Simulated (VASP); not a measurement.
Write the native input for VASP 6.6.1 that does the following.

| Item | Value |
| --- | --- |
| Task | single point |
| Functional | PBE |
| Potentials or basis | VASP PAW PBE potentials, release 64 (Rb_sv) |
| Cutoff | 520 eV |
| k mesh | 12 × 12 × 8 |
| Occupations | gaussian, width 0.1 eV |
| Spin | no spin polarisation |
| Dipole correction | no |
| Further INCAR settings | ALGO = Fast; EDIFF = 1e-06; NBANDS = 16 |

The structure of Rb lies in POSCAR:

```
Rb
1.0
    5.1639403660      0.0000000000      0.0000000000
   -2.5819701830      4.4721035406      0.0000000000
    0.0000000000      0.0000000000      8.3884051334
Rb
2
Direct
    0.6666666667      0.3333333333      0.2499780873
    0.3333333333      0.6666666667      0.7500219127
```

This isn't the form of Rb at room conditions, which is bcc.

These files were run (other wordings do the same):

INCAR

```
SYSTEM = Rb
ALGO = Fast ; EDIFF = 1E-6
ENCUT = 520 ; GGA = PE
ISIF = 2 ; ISMEAR = 0
LASPH = .True. ; LCHARG = .False.
LREAL = .False. ; LWAVE = .False.
NBANDS = 16 ; NELM = 80
PREC = Accurate ; SIGMA = 0.1
```

KPOINTS

```
k-points
0
Gamma
  12 12 8
  0 0 0
```

Potentials or basis: VASP PAW PBE potentials, release 64 (Rb_sv).

The run is started by

```sh
$ cat potpaw_PBE.64/Rb_sv/POTCAR > POTCAR
$ mpirun -np 1 vasp_std > vasp.out
```

It gave:

The pressure is -0.1 GPa and the band gap on the k mesh is zero (bands 9 and 10 overlap by 2.30 eV).

Wall time 7.8 min on 1 thread of Intel Xeon 8259CL (shared host), peak memory 0.52 GiB.
